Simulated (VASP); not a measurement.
# Al3Cu (Pm-3m) in VASP: further runs, part 2 of 2

VASP 6.6.1.

## (3) Single point, LDA (14.70 Å³/atom)

This run uses another cell than the first one, of 14.70 Å³/atom.

Input file INCAR:

```
PREC     = Accurate       # precision mode
ENCUT    = 520            # plane-wave cutoff, eV
EDIFF    = 1E-7           # SCF threshold, eV
ISMEAR   = 0              # smearing method
SIGMA    = 0.15           # smearing width, eV
LREAL    = False          # projectors in reciprocal space
LASPH    = True           # aspherical terms in the spheres
NELM     = 100            # most SCF steps
ALGO     = Fast           # electronic algorithm
ISIF     = 2              # what is computed and relaxed
LWAVE    = False          # write WAVECAR
LCHARG   = True           # write CHGCAR
LELF     = True           # ELF
LVHAR    = True         
NBANDS   = 18             # bands
```

Input file KPOINTS:

```
Automatic mesh
0
Gamma
  12 12 12
```

Input file POSCAR:

```
Al3Cu
1.0
    3.8888570821      0.0000000000      0.0000000000
    0.0000000000      3.8888570821      0.0000000000
    0.0000000000      0.0000000000      3.8888570821
Al Cu
3 1
Direct
    0.0000000000      0.5000000000      0.5000000000
    0.5000000000      0.0000000000      0.5000000000
    0.5000000000      0.5000000000      0.0000000000
    0.0000000000      0.0000000000      0.0000000000
```

Potentials or basis: VASP PAW LDA potentials, release 64 (Al, Cu).

The run is started by

```sh
> cat potpaw_LDA.64/Al/POTCAR potpaw_LDA.64/Cu/POTCAR > POTCAR
> mpirun -np 1 vasp_std > vasp.out
```

OUTCAR:

```text
PREC = Accurate
   ENCUT = 520
   EDIFF = 1E-7
   ISMEAR = 0
   LREAL = False
   LASPH = True
   NELM = 100
   ISIF = 2

 ion  position               nearest neighbor table
   1  0.000  0.500  0.500-   2 2.75   3 2.75   4 2.75   3 2.75   4 2.75   2 2.75   4 2.75   4 2.75
                             2 2.75   3 2.75   3 2.75   2 2.75
   2  0.500  0.000  0.500-   1 2.75   3 2.75   4 2.75   3 2.75   4 2.75   1 2.75   3 2.75   3 2.75
                             1 2.75   4 2.75   4 2.75   1 2.75
   3  0.500  0.500  0.000-   1 2.75   2 2.75   4 2.75   1 2.75   2 2.75   2 2.75   4 2.75   2 2.75
                             1 2.75   4 2.75   1 2.75   4 2.75
   4  0.000  0.000  0.000-   1 2.75   2 2.75   3 2.75   1 2.75   2 2.75   1 2.75   3 2.75   1 2.75
                             2 2.75   3 2.75   2 2.75   3 2.75

  LATTYP: Found a simple cubic cell.
 ALAT       =     3.8888570821

  Lattice vectors:

 A1 = (   3.8888570821,   0.0000000000,   0.0000000000)
 A2 = (   0.0000000000,   3.8888570821,   0.0000000000)
 A3 = (   0.0000000000,   0.0000000000,   3.8888570821)

Analysis of symmetry for initial positions (statically):
=====================================================================
 Subroutine PRICEL returns:
 Original cell was already a primitive cell.

 Routine SETGRP: Setting up the symmetry group for a
 simple cubic supercell.

 Subroutine GETGRP returns: Found 48 space group operations
 (whereof 48 operations were pure point group operations)
 out of a pool of 48 trial point group operations.

The static configuration has the point symmetry O_h .

Analysis of symmetry for dynamics (positions and initial velocities):
=====================================================================
 Subroutine PRICEL returns:
 Original cell was already a primitive cell.

 Routine SETGRP: Setting up the symmetry group for a
 simple cubic supercell.

 Subroutine GETGRP returns: Found 48 space group operations
 (whereof 48 operations were pure point group operations)
 out of a pool of 48 trial point group operations.

The dynamic configuration has the point symmetry O_h .

 Subroutine INISYM returns: Found 48 space group operations
 (whereof 48 operations are pure point group operations),
 and found     1 'primitive' translations

----------------------------------------------------------------------------------------

                                     Primitive cell

  volume of cell :      58.8120

  direct lattice vectors                    reciprocal lattice vectors
     3.888857082  0.000000000  0.000000000     0.257144960  0.000000000  0.000000000
     0.000000000  3.888857082  0.000000000     0.000000000  0.257144960  0.000000000
     0.000000000  0.000000000  3.888857082     0.000000000  0.000000000  0.257144960

  length of vectors
     3.888857082  3.888857082  3.888857082     0.257144960  0.257144960  0.257144960

  position of ions in fractional coordinates (direct lattice)
     0.000000000  0.500000000  0.500000000
     0.500000000  0.000000000  0.500000000
     0.500000000  0.500000000  0.000000000
     0.000000000  0.000000000  0.000000000

  ion indices of the primitive-cell ions
   primitive index   ion index
                 1           1
                 2           2
[... 30 lines left out ...]
            Coordinates               Weight
  0.000000  0.000000  0.000000      1.000000
  0.083333  0.000000  0.000000      6.000000
  0.166667  0.000000  0.000000      6.000000
  0.250000  0.000000  0.000000      6.000000
  0.333333  0.000000  0.000000      6.000000
  0.416667  0.000000  0.000000      6.000000
[... 16 lines left out ...]
  0.333333  0.333333  0.000000     12.000000
  0.416667  0.333333  0.000000     24.000000
 [... further k-points ...]
   k-points           NKPTS =     84   k-points in BZ     NKDIM =     84   number of bands    NBANDS=     18
   number of dos      NEDOS =    301   number of ions     NIONS =      4
   total plane-waves  NPLWV =  27000
   dimension x,y,z NGX =    30 NGY =   30 NGZ =   30
   dimension x,y,z NGXF=    60 NGYF=   60 NGZF=   60
   ions per type =               3   1
   NGX,Y,Z   is equivalent  to a cutoff of  12.82, 12.82, 12.82 a.u.
   NGXF,Y,Z  is equivalent  to a cutoff of  25.65, 25.65, 25.65 a.u.
 SYSTEM =  unknown system
   PREC   = accura    normal or accurate (medium, high low for compatibility)
   ISTART =      0    job   : 0-new  1-cont  2-samecut
   ICHARG =      2    charge: 1-file 2-atom 10-const
   ISPIN  =      1    spin polarized calculation?
   LNONCOLLINEAR =      F non collinear calculations
   LSORBIT =      F    spin-orbit coupling
   LASPH  =      T    aspherical Exc in radial PAW
   ENCUT  =  520.0 eV  38.22 Ry    6.18 a.u.   7.23  7.23  7.23*2*pi/ulx,y,z
   NELM   =    100;   NELMIN=  2; NELMDL= -5     # of ELM steps
   EDIFF  = 0.1E-06   stopping-criterion for ELM
   LREAL  =      F    real-space projection
   EDIFFG = 0.1E-05   stopping-criterion for IOM
   NSW    =      0    number of steps for IOM
   IBRION =     -1    ionic relax: 0-MD 1-quasi-New 2-CG
   NFREE  =      0    steps in history (QN), initial steepest desc. (CG)
   ISIF   =      2    stress and relaxation
   ISYM   =      2    0-nonsym 1-usesym 2-fastsym
   POTIM  = 0.5000    time-step for ionic-motion
   TEBEG  =    0.0;   TEEND  =   0.0 temperature during run
   PSTRESS=    0.0 pullay stress
   NELECT =      20.0000    total number of electrons
   NUPDOWN=      -1.0000    fix difference up-down
   EMIN   =  10.00;   EMAX   =-10.00  energy-range for DOS
   EFERMI =   0.00;   METHOD = LEGACY
   ISMEAR =     0;   SIGMA  =   0.15  broadening in eV -4-tet -1-fermi 0-gaus
   EFERMI_NEDOS =   21; number of points for ismear=-14 and -15
   IALGO  =     68    algorithm
   IMIX   =      4    mixing-type and parameters
     AMIX     =   0.40;   BMIX     =  1.00
     AMIX_MAG =   1.60;   BMIX_MAG =  1.00
  volume/ion in A,a.u.               =      14.70        99.22
  Fermi-wavevector in a.u.,A,eV,Ry     =   1.142693  2.159376 17.765766  1.305747
  Thomas-Fermi vector in A             =   2.279390
   LORBIT       =      0    0 simple, 1 ext, 2 COOP (PROOUT), +10 PAW based schemes
   GGA     = CA    functional components
   LHFCALC =     F    Hartree Fock is set to
   AEXX    =    0.0000 exact exchange contribution
   IVDW    =     0    specifies the selected vdW correction
   LEPSILON=     F    determine dielectric tensor
   LRPA    =     F    only Hartree local field effects (RPA)
 non-spin polarized calculation
 RMM-DIIS sequential band-by-band and
 Gauss-broadening in eV      SIGMA  =   0.15
  energy-cutoff  :      520.00
  volume of cell :       58.81
 maximum number of plane-waves:      1622
 NGX is ok and might be reduce to    30
   NGX = 15   NGY = 15   NGZ = 15

 number of electron      19.9999990 magnetization

 Free energy of the ion-electron system (eV)
  ---------------------------------------------------
  ext. energy  EPLUGINS =         0.00000000
  ---------------------------------------------------
  free energy    TOTEN  =       -17.40574328 eV

  energy without entropy =      -17.39284929  energy(sigma->0) =      -17.39929628

 E-fermi :   8.3161     XC(G=0): -11.0534

 val. band max:        8.3126686475   @ k =   0.3333   0.1667   0.0000
 cond. band min:       8.3227143722   @ k =   0.0833   0.0833   0.0000
 fundamental gap:      0.0100457247
 Fermi energy:         8.3161426540

 k-point     1 :       0.0000    0.0000    0.0000
  band No.  band energies     occupation
      1      -2.9618      2.00000
      2       3.9069      2.00000
      3       3.9069      2.00000
      4       4.6225      2.00000
      5       4.6225      2.00000
      6       4.6225      2.00000
[... 481 lines left out ...]
      5       4.3613      2.00000
      6       4.4457      2.00000
[... 10 lines left out ...]
     17      15.2295      0.00000
     18      15.5697      0.00000

 [... further k-points ...]

------------------------ aborting loop because EDIFF is reached ----------------------------------------

  FORCE on cell =-STRESS in cart. coord.  units (eV):
  Direction    XX          YY          ZZ          XY          YZ          ZX
  --------------------------------------------------------------------------------------
  -------------------------------------------------------------------------------------
  Total       -0.9073676     -0.9073676     -0.9073676     -0.0000000     -0.0000000      0.0000000
  in kB      -24.7188282    -24.7188282    -24.7188282     -0.0000000     -0.0000000      0.0000000
  external PRESSURE =     -24.7188282 kB  Pullay stress =       0.0000000 kB

 VOLUME and BASIS-vectors are now :
 -----------------------------------------------------------------------------
  energy-cutoff  :      520.00
  volume of cell :       58.81
      direct lattice vectors                 reciprocal lattice vectors
     3.888857082  0.000000000  0.000000000     0.257144960  0.000000000  0.000000000
     0.000000000  3.888857082  0.000000000     0.000000000  0.257144960  0.000000000
     0.000000000  0.000000000  3.888857082     0.000000000  0.000000000  0.257144960

 POSITION                                       TOTAL-FORCE (eV/Angst)
 -----------------------------------------------------------------------------------
      0.00000      1.94443      1.94443         0.000000      0.000000      0.000000
      1.94443      0.00000      1.94443         0.000000      0.000000      0.000000
      1.94443      1.94443      0.00000         0.000000      0.000000      0.000000
      0.00000      0.00000      0.00000         0.000000      0.000000      0.000000
 -----------------------------------------------------------------------------------
    total drift:                                0.000000     -0.000000      0.000000

  FREE ENERGIE OF THE ION-ELECTRON SYSTEM (eV)
  ---------------------------------------------------
  free  energy   TOTEN  =       -17.4057432751 eV

  energy  without entropy=      -17.3928492902  energy(sigma->0) =      -17.39929628
```

It took 2.3 min on 1 thread of Intel Xeon Platinum 8488C (Sapphire Rapids), shared host; peak memory 0.2 GiB.

What came out:

```
Free energy            : -17.4057 eV
Pressure               : -2.5 GPa
Band gap on the k mesh : zero (bands 10 and 11 overlap by 4.19 eV)
```

Levels at points of the mesh, in eV from the Fermi level:
```csv
k point,band 7,band 8,band 9,band 10,band 11,band 12,band 13,band 14
"(0.00, 0.00, 0.00)",-2.42,-2.42,-2.42,-0.58,0.48,0.48,6.44,6.44
"(0.50, 0.00, 0.00)",-3.49,0.25,0.25,0.32,0.32,0.75,1.89,2.37
"(0.50, 0.50, 0.00)",-3.49,-3.40,-3.14,1.34,2.98,2.98,3.34,3.76
"(0.50, 0.50, 0.50)",-4.00,-3.48,-3.48,-2.50,-1.95,-1.95,-1.95,12.25
```

## (4) Single point, LDA (15.08 Å³/atom)

This run uses another cell than the first one, of 15.08 Å³/atom.

Changes to INCAR since step 3:

```diff
@@ -2,3 +2,3 @@
 ENCUT    = 520            # plane-wave cutoff, eV
-EDIFF    = 1E-7           # SCF threshold, eV
+EDIFF    = 1E-6           # SCF threshold, eV
 ISMEAR   = 0              # smearing method
@@ -8,3 +8,3 @@
 NELM     = 100            # most SCF steps
-ALGO     = Fast           # electronic algorithm
+ALGO     = Normal         # electronic algorithm
 ISIF     = 2              # what is computed and relaxed
@@ -12,2 +12,3 @@
 LCHARG   = True           # write CHGCAR
+GGA      = CA             # functional
 LELF     = True           # ELF
```

KPOINTS is that of step 3.

Input file POSCAR:

```
Al3Cu
1.0
    3.9222484671      0.0000000000      0.0000000000
    0.0000000000      3.9222484671      0.0000000000
    0.0000000000      0.0000000000      3.9222484671
Al Cu
3 1
Direct
    0.0000000000      0.5000000000      0.5000000000
    0.5000000000      0.0000000000      0.5000000000
    0.5000000000      0.5000000000      0.0000000000
    0.0000000000      0.0000000000      0.0000000000
```

The run is started by

```sh
> cat potpaw_LDA.64/Al/POTCAR potpaw_LDA.64/Cu/POTCAR > POTCAR
> mpirun -np 1 vasp_std > vasp.out
```

Run time: 1.7 min. Hardware: 1 thread of Intel Xeon Platinum 8488C (Sapphire Rapids), shared host; peak memory 0.2 GiB.

Results (log left out):

```
Free energy            : -17.3723 eV
Pressure               : -4.8 GPa
Band gap on the k mesh : zero (bands 10 and 11 overlap by 4.20 eV)
```

Levels at points of the mesh, in eV from the Fermi level:
| k point | band 8 | band 9 | band 10 | band 11 | band 12 | band 13 |
| --- | --- | --- | --- | --- | --- | --- |
| (0.00, 0.00, 0.00) | -2.37 | -2.37 | -0.54 | 0.40 | 0.40 | 6.30 |
| (0.50, 0.00, 0.00) | 0.28 | 0.28 | 0.31 | 0.31 | 0.80 | 1.73 |
| (0.50, 0.50, 0.00) | -3.32 | -3.08 | 1.34 | 2.93 | 2.93 | 3.34 |
| (0.50, 0.50, 0.50) | -3.40 | -3.40 | -2.45 | -1.96 | -1.96 | -1.96 |

Caveat: the cell stands under tension.

## (5) Single point, LDA (15.47 Å³/atom)

This run uses another cell than the first one, of 15.47 Å³/atom.

Input file INCAR:

```
SYSTEM = Al3Cu
  PREC = Accurate
  ENCUT = 520
  EDIFF = 1E-6
  ISMEAR = 0
  SIGMA = 0.15
  LREAL = .FALSE.
  LASPH = .TRUE.
  NELM = 60
  ALGO = Fast
  ISIF = 2
  LWAVE = .FALSE.
  LCHARG = .FALSE.
  NBANDS = 18
```

Input file KPOINTS:

```
regular mesh
0
G
  12 12 12
  0 0 0
```

Input file POSCAR:

```
Al3Cu
1.0
    3.9550807877      0.0000000000      0.0000000000
    0.0000000000      3.9550807877      0.0000000000
    0.0000000000      0.0000000000      3.9550807877
Al Cu
3 1
Direct
    0.0000000000      0.5000000000      0.5000000000
    0.5000000000      0.0000000000      0.5000000000
    0.5000000000      0.5000000000      0.0000000000
    0.0000000000      0.0000000000      0.0000000000
```

The run is started by

```sh
> cat potpaw_LDA.64/Al/POTCAR potpaw_LDA.64/Cu/POTCAR > POTCAR
> mpirun -np 1 vasp_std > vasp.out
```

Run time: 81 s. Hardware: 1 thread of Intel Xeon Platinum 8488C (Sapphire Rapids), shared host; peak memory 0.2 GiB.

The run converged. Its results:

| Quantity | Value |
| --- | --- |
| Free energy | -17.3182 eV |
| Pressure | -6.8 GPa |
| Band gap on the k mesh | zero (bands 10 and 11 overlap by 4.22 eV) |

Levels at points of the mesh, in eV from the Fermi level:
| k point | band 7 | band 8 | band 9 | band 10 | band 11 | band 12 | band 13 | band 14 |
| --- | --- | --- | --- | --- | --- | --- | --- | --- |
| (0.00, 0.00, 0.00) | -2.31 | -2.31 | -2.31 | -0.50 | 0.33 | 0.33 | 6.17 | 6.17 |
| (0.50, 0.00, 0.00) | -3.33 | 0.30 | 0.30 | 0.30 | 0.30 | 0.85 | 1.57 | 2.32 |
| (0.50, 0.50, 0.00) | -3.33 | -3.25 | -3.01 | 1.34 | 2.88 | 2.88 | 3.34 | 3.60 |
| (0.50, 0.50, 0.50) | -3.80 | -3.32 | -3.32 | -2.39 | -1.96 | -1.96 | -1.96 | 11.95 |

Caveat: the cell stands under tension.

## (6) Summary

```tsv
cell	gap on the mesh (eV)	pressure (GPa)
a = 3.855 Å, 4 atoms	none	0.2
a = 3.889 Å, 4 atoms	none	-2.5
a = 3.922 Å, 4 atoms	none	-4.8
a = 3.955 Å, 4 atoms	none	-6.8
```

Alike in all rows: task single point; level LDA; potentials or basis VASP PAW LDA potentials, release 64 (Al, Cu); no spin polarisation; k mesh 12 × 12 × 12; cutoff (eV) 520; smearing gaussian 0.15 eV.

Caveats: the cell stands under tension (at least some runs).

Total energies depend on the potentials used, so only differences within one code and one set of settings carry meaning.
